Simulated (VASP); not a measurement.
# HgTe (Fm-3m) in VASP: a series of runs

Aim: see how the results for HgTe move with the level of theory and the settings. Levels: PBEsol-based global hybrid with 25 % exact exchange, PBEsol-based screened hybrid with 25 % exact exchange, HSE06. Tasks: single point.

All numbers are computed with VASP 6.6.1; they aren't measurements. Logs are shortened: lines on timing, memory, paths and dates and some standing lists are left out, and cuts for length are marked.

### 1 The cell of the first run

Symmetry: Fm-3m, No. 225, cubic system. The conventional cell has a = 6.036 Å, b = 6.036 Å, c = 6.036 Å, α = 90.00°, β = 90.00°, γ = 90.00°. Hg (site symmetry m-3m) has 6 Te at 3.02 Å within 4.0 Å. Within 4.0 Å of Te (site symmetry m-3m) lie 6 Hg at 3.02 Å.

### 2 Single point, PBEsol-based global hybrid with 25 % exact exchange

File POSCAR:

```
HgTe
1.0
    0.0000000000      3.0179685008      3.0179685008
    3.0179685008      0.0000000000      3.0179685008
    3.0179685008      3.0179685008      0.0000000000
Hg Te
1 1
Direct
    0.0000000000      0.0000000000      0.0000000000
    0.5000000000      0.5000000000      0.5000000000
```

File INCAR.step1:

```
SYSTEM = HgTe
PREC = Accurate ; ENCUT = 520
EDIFF = 1E-5 ; ISMEAR = -1
SIGMA = 0.05 ; LREAL = .FALSE.
LASPH = .TRUE. ; NELM = 80
ALGO = Normal ; ISIF = 2
LWAVE = .TRUE. ; GGA = PE
NBANDS = 16
```

File INCAR.step2:

```
SYSTEM = HgTe
PREC = Accurate ; ENCUT = 520
EDIFF = 1E-7 ; ISMEAR = -1
SIGMA = 0.05 ; LREAL = .FALSE.
LASPH = .TRUE. ; NELM = 80
ALGO = Normal ; ISIF = 2
LWAVE = .FALSE. ; LCHARG = .TRUE.
GGA = PS ; LHFCALC = .TRUE.
AEXX = 0.25 ; PRECFOCK = Normal
LELF = .TRUE. ; LVHAR = .TRUE.
ISTART = 1 ; NBANDS = 16
```

File KPOINTS:

```
regular mesh
0
G
  4 4 4
  0 0 0
```

Potentials or basis: VASP PAW PBE potentials, release 64 (Hg, Te).

Started as:

```sh
$ cat potpaw_PBE.64/Hg/POTCAR potpaw_PBE.64/Te/POTCAR > POTCAR
$ cp INCAR.step1 INCAR
$ mpirun -np 1 vasp_std > vasp.out
$ cp INCAR.step2 INCAR
$ mpirun -np 1 vasp_std > vasp.out
```

OUTCAR:

```text
SYSTEM = HgTe
   PREC = Accurate
   ENCUT = 520
   EDIFF = 1E-7
   ISMEAR = -1
   LREAL = .FALSE.
   LASPH = .TRUE.
   NELM = 80
   ISIF = 2
   GGA = PS
   LHFCALC = .TRUE.
   AEXX = 0.25
   PRECFOCK = Normal
   ISTART = 1

 ion  position               nearest neighbor table
   1  0.000  0.000  0.000-   2 3.02   2 3.02   2 3.02   2 3.02   2 3.02   2 3.02
   2  0.500  0.500  0.500-   1 3.02   1 3.02   1 3.02   1 3.02   1 3.02   1 3.02

  LATTYP: Found a face centered cubic cell.
 ALAT       =     6.0359370016

  Lattice vectors:

 A1 = (   0.0000000000,   3.0179685008,   3.0179685008)
 A2 = (   3.0179685008,   0.0000000000,   3.0179685008)
 A3 = (   3.0179685008,   3.0179685008,   0.0000000000)

Analysis of symmetry for initial positions (statically):
=====================================================================
 Subroutine PRICEL returns:
 Original cell was already a primitive cell.

 Routine SETGRP: Setting up the symmetry group for a
 face centered cubic supercell.

 Subroutine GETGRP returns: Found 48 space group operations
 (whereof 48 operations were pure point group operations)
 out of a pool of 48 trial point group operations.

The static configuration has the point symmetry O_h .

Analysis of symmetry for dynamics (positions and initial velocities):
=====================================================================
 Subroutine PRICEL returns:
 Original cell was already a primitive cell.

 Routine SETGRP: Setting up the symmetry group for a
 face centered cubic supercell.

 Subroutine GETGRP returns: Found 48 space group operations
 (whereof 48 operations were pure point group operations)
 out of a pool of 48 trial point group operations.

The dynamic configuration has the point symmetry O_h .

 Subroutine INISYM returns: Found 48 space group operations
 (whereof 48 operations are pure point group operations),
 and found     1 'primitive' translations

----------------------------------------------------------------------------------------

                                     Primitive cell

  volume of cell :      54.9761

  direct lattice vectors                    reciprocal lattice vectors
     0.000000000  3.017968501  3.017968501    -0.165674360  0.165674360  0.165674360
     3.017968501  0.000000000  3.017968501     0.165674360 -0.165674360  0.165674360
     3.017968501  3.017968501  0.000000000     0.165674360  0.165674360 -0.165674360

  length of vectors
     4.268051985  4.268051985  4.268051985     0.286956409  0.286956409  0.286956409

  position of ions in fractional coordinates (direct lattice)
     0.000000000  0.000000000  0.000000000
     0.500000000  0.500000000  0.500000000

  ion indices of the primitive-cell ions
   primitive index   ion index
                 1           1
                 2           2

----------------------------------------------------------------------------------------

 KPOINTS: regular mesh

Automatic generation of k-mesh.
 Grid dimensions read from file:
 generate k-points for:    4    4    4

 Generating k-lattice:

  Cartesian coordinates                     Fractional coordinates (reciprocal lattice)
    -0.041418590  0.041418590  0.041418590     0.250000000  0.000000000  0.000000000
     0.041418590 -0.041418590  0.041418590     0.000000000  0.250000000  0.000000000
     0.041418590  0.041418590 -0.041418590     0.000000000  0.000000000  0.250000000

  Length of vectors
     0.071739102  0.071739102  0.071739102

  Shift w.r.t. Gamma in fractional coordinates (k-lattice)
     0.000000000  0.000000000  0.000000000

 Subroutine IBZKPT returns following result:
 ===========================================

 Found      8 irreducible k-points:

 Following reciprocal coordinates:
            Coordinates               Weight
  0.000000  0.000000  0.000000      1.000000
  0.250000  0.000000  0.000000      8.000000
  0.500000  0.000000  0.000000      4.000000
  0.250000  0.250000  0.000000      6.000000
  0.500000  0.250000  0.000000     24.000000
 -0.250000  0.250000  0.000000     12.000000
  0.500000  0.500000  0.000000      3.000000
 -0.250000  0.500000  0.250000      6.000000
   k-points           NKPTS =      8   k-points in BZ     NKDIM =     64   number of bands    NBANDS=     16
   number of dos      NEDOS =    301   number of ions     NIONS =      2
   total plane-waves  NPLWV =  32768
   dimension x,y,z NGX =    32 NGY =   32 NGZ =   32
   dimension x,y,z NGXF=    64 NGYF=   64 NGZF=   64
   ions per type =               1   1
   NGX,Y,Z   is equivalent  to a cutoff of  12.46, 12.46, 12.46 a.u.
   NGXF,Y,Z  is equivalent  to a cutoff of  24.93, 24.93, 24.93 a.u.
 SYSTEM =  HgTe
   PREC   = accura    normal or accurate (medium, high low for compatibility)
   ISTART =      1    job   : 0-new  1-cont  2-samecut
   ICHARG =      0    charge: 1-file 2-atom 10-const
   ISPIN  =      1    spin polarized calculation?
   LNONCOLLINEAR =      F non collinear calculations
[... 40 lines left out ...]
   IVDW    =     0    specifies the selected vdW correction
   LEPSILON=     F    determine dielectric tensor
   LRPA    =     F    only Hartree local field effects (RPA)
 non-spin polarized calculation
  energy-cutoff  :      520.00
  volume of cell :       54.98
 maximum number of plane-waves:      1480
  NGX = 24; NGY = 24; NGZ = 24

 number of electron      18.0000002 magnetization

 Free energy of the ion-electron system (eV)
  ---------------------------------------------------
  ext. energy  EPLUGINS =         0.00000000
  ---------------------------------------------------
  free energy    TOTEN  =        -5.31102454 eV

  energy without entropy =       -5.31088224  energy(sigma->0) =       -5.31095339

 E-fermi :   4.5734     XC(G=0):  -8.0383

 val. band max:        4.2463833748   @ k =   0.5000   0.0000   0.0000
 cond. band min:       4.8985316919   @ k =   0.5000   0.0000   0.0000
 fundamental gap:      0.6521483171
 Fermi energy:         4.5733808079

 k-point     1 :       0.0000    0.0000    0.0000
  band No.  band energies     occupation
      1      -9.5419      2.00000
      2      -4.2635      2.00000
      3      -4.2601      2.00000
      4      -4.1966      2.00000
      5      -4.1916      2.00000
      6      -4.1867      2.00000
[... 8 lines left out ...]
     15      13.4645      0.00000
     16      13.4781      0.00000

 k-point     2 :       0.2500    0.0000    0.0000
  band No.  band energies     occupation
      1      -8.9288      2.00000
      2      -4.4485      2.00000
      3      -4.4419      2.00000
      4      -4.2816      2.00000
      5      -4.1112      2.00000
      6      -4.0994      2.00000
[... 8 lines left out ...]
     15      14.3710      0.00000
     16      14.3799      0.00000

 k-point     3 :       0.5000    0.0000    0.0000
  band No.  band energies     occupation
      1      -8.0176      2.00000
      2      -4.6286      2.00000
      3      -4.6193      2.00000
      4      -4.6174      2.00000
      5      -4.0153      2.00000
      6      -4.0037      2.00000
[... 8 lines left out ...]
     15      16.6598      0.00000
     16      16.6712      0.00000

 k-point     4 :       0.2500    0.2500    0.0000
  band No.  band energies     occupation
      1      -8.8395      2.00000
      2      -4.5036      2.00000
      3      -4.2685      2.00000
      4      -4.2111      2.00000
      5      -4.0938      2.00000
      6      -4.0886      2.00000
[... 8 lines left out ...]
     15      16.9471      0.00000
     16      16.9576      0.00000

 k-point     5 :       0.5000    0.2500    0.0000
  band No.  band energies     occupation
      1      -8.2024      2.00000
      2      -4.4056      2.00000
      3      -4.3336      2.00000
      4      -4.2206      2.00000
      5      -3.9764      2.00000
      6      -3.8759      2.00000
[... 8 lines left out ...]
     15      17.1370      0.00000
     16      17.5624      0.00000

 k-point     6 :      -0.2500    0.2500    0.0000
  band No.  band energies     occupation
      1      -8.2887      2.00000
      2      -4.5724      2.00000
      3      -4.5340      2.00000
      4      -4.2322      2.00000
      5      -4.0508      2.00000
      6      -3.9492      2.00000
[... 8 lines left out ...]
     15      16.3045      0.00000
     16      16.8579      0.00000

 k-point     7 :       0.5000    0.5000    0.0000
  band No.  band energies     occupation
      1      -8.3396      2.00000
      2      -4.3429      2.00000
      3      -4.1591      2.00000
      4      -3.9310      2.00000
      5      -3.9259      2.00000
      6      -3.1139      2.00000
[... 8 lines left out ...]
     15      18.7730      0.00000
     16      18.7814      0.00000

 k-point     8 :      -0.2500    0.5000    0.2500
  band No.  band energies     occupation
      1      -8.1287      2.00000
      2      -4.4729      2.00000
      3      -4.2042      2.00000
      4      -4.1981      2.00000
      5      -3.9305      2.00000
      6      -3.2999      2.00000
[... 8 lines left out ...]
     15      16.6266      0.00000
     16      18.7423      0.00000

------------------------ aborting loop because EDIFF is reached ----------------------------------------

  FORCE on cell =-STRESS in cart. coord.  units (eV):
  Direction    XX          YY          ZZ          XY          YZ          ZX
  --------------------------------------------------------------------------------------
  -------------------------------------------------------------------------------------
  Total       -0.0562520     -0.0562520     -0.0562520      0.0000000      0.0000000     -0.0000000
  in kB       -1.6393596     -1.6393596     -1.6393596      0.0000000      0.0000000     -0.0000000
  external PRESSURE =      -1.6393596 kB  Pullay stress =       0.0000000 kB

 VOLUME and BASIS-vectors are now :
 -----------------------------------------------------------------------------
  energy-cutoff  :      520.00
  volume of cell :       54.98
      direct lattice vectors                 reciprocal lattice vectors
     0.000000000  3.017968501  3.017968501    -0.165674360  0.165674360  0.165674360
     3.017968501  0.000000000  3.017968501     0.165674360 -0.165674360  0.165674360
     3.017968501  3.017968501  0.000000000     0.165674360  0.165674360 -0.165674360

 POSITION                                       TOTAL-FORCE (eV/Angst)
 -----------------------------------------------------------------------------------
      0.00000      0.00000      0.00000         0.000000     -0.000000      0.000000
      3.01797      3.01797      3.01797        -0.000000      0.000000     -0.000000
 -----------------------------------------------------------------------------------
    total drift:                                0.000000      0.000000      0.000000

  FREE ENERGIE OF THE ION-ELECTRON SYSTEM (eV)
  ---------------------------------------------------
  free  energy   TOTEN  =        -5.3110245351 eV

  energy  without entropy=       -5.3108822392  energy(sigma->0) =       -5.31095339
```

Run time: 15 min. Hardware: 1 thread of Intel Xeon Platinum 8375C at 2.90GHz (Ice Lake), shared host; peak memory 0.19 GiB.

Results:

```yaml
Free_energy: -5.3110 eV
Pressure: -0.2 GPa
Band_gap_on_the_k_mesh: zero (bands 9 and 10 overlap by 3.59 eV)
```

Levels at points of the mesh, in eV from the Fermi level:
| k point | band 7 | band 8 | band 9 | band 10 | band 11 | band 12 |
| --- | --- | --- | --- | --- | --- | --- |
| (0.00, 0.00, 0.00) | -1.44 | -1.44 | -1.44 | -1.02 | 8.45 | 8.46 |
| (0.50, 0.00, 0.00) | -7.11 | -0.33 | 0.33 | 3.10 | 4.52 | 4.54 |
| (0.50, 0.50, 0.00) | -5.63 | -3.28 | -3.27 | -3.27 | 5.38 | 10.54 |

Caveat: the k points lie up to 0.45 Å⁻¹ apart, too coarse for converged energies and pressures of a metal; the PAW data sets were made with another functional, which shifts forces and pressure a little; spin-orbit coupling is left out, which moves the levels of the heavy elements.

### 3 Single point, PBEsol-based screened hybrid with 25 % exact exchange

This run uses another cell than the first one, of 27.59 Å³/atom.

File POSCAR:

```
HgTe
1.0
    0.0000000000      3.0216240777      3.0216240777
    3.0216240777      0.0000000000      3.0216240777
    3.0216240777      3.0216240777      0.0000000000
Hg Te
1 1
Direct
    0.0000000000      0.0000000000      0.0000000000
    0.5000000000      0.5000000000      0.5000000000
```

File INCAR.step1:

```
SYSTEM = HgTe
ALGO     = Normal         ! electronic algorithm
EDIFF    = 1E-5           ! SCF threshold, eV
ENCUT    = 520            ! plane-wave cutoff, eV
GGA      = PE             ! functional
ISIF     = 2              ! what is computed and relaxed
ISMEAR   = -1             ! smearing method
LASPH    = .TRUE.         ! aspherical terms in the spheres
LREAL    = .FALSE.        ! projectors in reciprocal space
LWAVE    = .TRUE.         ! write WAVECAR
NBANDS   = 16             ! bands
NELM     = 60             ! most SCF steps
PREC     = Accurate       ! precision mode
SIGMA    = 0.05           ! smearing width, eV
```

File INCAR.step2:

```
SYSTEM = HgTe
AEXX     = 0.25           ! exact-exchange fraction
ALGO     = Normal         ! electronic algorithm
EDIFF    = 1E-6           ! SCF threshold, eV
ENCUT    = 520            ! plane-wave cutoff, eV
GGA      = PS             ! functional
HFSCREEN = 0.207          ! screening, 1/A
ISIF     = 2              ! what is computed and relaxed
ISMEAR   = -1             ! smearing method
ISTART   = 1            
LASPH    = .TRUE.         ! aspherical terms in the spheres
LCHARG   = .TRUE.         ! write CHGCAR
LELF     = .TRUE.         ! ELF
LHFCALC  = .TRUE.         ! exact exchange
LREAL    = .FALSE.        ! projectors in reciprocal space
LVHAR    = .TRUE.       
LWAVE    = .FALSE.        ! write WAVECAR
NBANDS   = 16             ! bands
NELM     = 60             ! most SCF steps
PREC     = Accurate       ! precision mode
PRECFOCK = Normal       
SIGMA    = 0.05           ! smearing width, eV
```

File KPOINTS:

```
k-points
0
G
  4 4 4
  0 0 0
```

Potentials or basis: VASP PAW PBE potentials, release 64 (Hg, Te).

Started as:

```sh
$ cat potpaw_PBE.64/Hg/POTCAR potpaw_PBE.64/Te/POTCAR > POTCAR
$ cp INCAR.step1 INCAR
$ mpirun -np 1 vasp_std > vasp.out
$ cp INCAR.step2 INCAR
$ mpirun -np 1 vasp_std > vasp.out
```

Wall time 8.2 min (1 thread of Intel Xeon Platinum 8375C at 2.90GHz (Ice Lake), shared host); peak memory 0.29 GiB.

Results (log left out):

```
Free energy            : -4.7515 eV
Pressure               : 0.0 GPa
Band gap on the k mesh : zero (bands 9 and 10 overlap by 2.93 eV)
```

Levels at points of the mesh, in eV from the Fermi level:
```csv
k point,band 7,band 8,band 9,band 10,band 11,band 12
"(0.00, 0.00, 0.00)",-1.11,-1.11,-1.11,-0.81,8.04,8.04
"(0.50, 0.00, 0.00)",-6.72,0.00,0.00,2.72,4.13,4.13
"(0.50, 0.50, 0.00)",-5.24,-3.01,-2.93,-2.93,4.98,10.07
```

Caveat: the k points lie up to 0.45 Å⁻¹ apart, too coarse for converged energies and pressures of a metal; the PAW data sets were made with another functional, which shifts forces and pressure a little; spin-orbit coupling is left out, which moves the levels of the heavy elements.

### 4 Single point, HSE06

This run uses another cell than the first one, of 28.74 Å³/atom.

File POSCAR:

```
HgTe
1.0
    0.0000000000      3.0629958365      3.0629958365
    3.0629958365      0.0000000000      3.0629958365
    3.0629958365      3.0629958365      0.0000000000
Hg Te
1 1
Direct
    0.0000000000      0.0000000000      0.0000000000
    0.5000000000      0.5000000000      0.5000000000
```

File INCAR.step1:

```
SYSTEM = HgTe
PREC = Accurate
ENCUT = 520
EDIFF = 1E-5
ISMEAR = -1
SIGMA = 0.05
LREAL = .FALSE.
LASPH = .TRUE.
NELM = 60
ALGO = Normal
ISIF = 2
LWAVE = .TRUE.
LCHARG = .FALSE.
GGA = PE
NBANDS = 16
```

File INCAR.step2:

```
SYSTEM = HgTe
PREC = Accurate
ENCUT = 520
EDIFF = 1E-6
ISMEAR = -1
SIGMA = 0.05
LREAL = .FALSE.
LASPH = .TRUE.
NELM = 60
ALGO = Normal
ISIF = 2
LWAVE = .FALSE.
LCHARG = .FALSE.
GGA = PE
LHFCALC = .TRUE.
HFSCREEN = 0.2079
PRECFOCK = Normal
ISTART = 1
NBANDS = 16
```

File KPOINTS:

```
Automatic mesh
0
G
  4 4 4
  0 0 0
```

Started as:

```sh
$ cat potpaw_PBE.64/Hg/POTCAR potpaw_PBE.64/Te/POTCAR > POTCAR
$ cp INCAR.step1 INCAR
$ mpirun -np 1 vasp_std > vasp.out
$ cp INCAR.step2 INCAR
$ mpirun -np 1 vasp_std > vasp.out
```

It took 13 min on 1 thread of Intel Xeon Platinum 8375C at 2.90GHz (Ice Lake), shared host; peak memory 0.3 GiB.

It converged, with:

| Quantity | Value |
| --- | --- |
| Free energy | -4.1643 eV |
| Pressure | -0.1 GPa |
| Band gap on the k mesh | zero (bands 9 and 10 overlap by 2.68 eV) |

Levels at points of the mesh, in eV from the Fermi level:
| k point | band 6 | band 7 | band 8 | band 9 | band 10 | band 11 | band 12 | band 13 |
| --- | --- | --- | --- | --- | --- | --- | --- | --- |
| (0.00, 0.00, 0.00) | -8.20 | -0.99 | -0.99 | -0.99 | -0.86 | 8.07 | 8.07 | 8.07 |
| (0.50, 0.00, 0.00) | -8.04 | -6.43 | 0.00 | 0.00 | 2.89 | 4.25 | 4.29 | 4.29 |
| (0.50, 0.50, 0.00) | -7.25 | -4.85 | -2.83 | -2.69 | -2.69 | 5.15 | 9.92 | 9.92 |

Caveat: the k points lie up to 0.44 Å⁻¹ apart, too coarse for converged energies and pressures of a metal; the PAW data sets were made with another functional, which shifts forces and pressure a little; spin-orbit coupling is left out, which moves the levels of the heavy elements.

### 5 The runs side by side

| level | cell | screening parameter | gap on the mesh (eV) | pressure (GPa) |
| --- | --- | --- | --- | --- |
| PBEsol-based global hybrid with 25 % exact exchange | a = 4.268 Å, angles 60.0°, 2 atoms | - | none | -0.2 |
| PBEsol-based screened hybrid with 25 % exact exchange | a = 4.273 Å, angles 60.0°, 2 atoms | 0.207 1/Å | none | 0.0 |
| HSE06 | a = 4.332 Å, angles 60.0°, 2 atoms | 0.2079 1/Å | none | -0.1 |

Alike in all rows: task single point; potentials or basis VASP PAW PBE potentials, release 64 (Hg, Te); no spin polarisation; k mesh 4 × 4 × 4; cutoff (eV) 520; smearing fermi-dirac 0.05 eV.

Caveats: all runs use coarse meshes; the PAW data sets were made with another functional, which shifts forces and pressure a little; spin-orbit coupling is left out, which moves the levels of the heavy elements.

Absolute energies hang on the potentials; compare differences alone.

The gap in the log of VASP goes by the Fermi energy; the results here count the filled bands.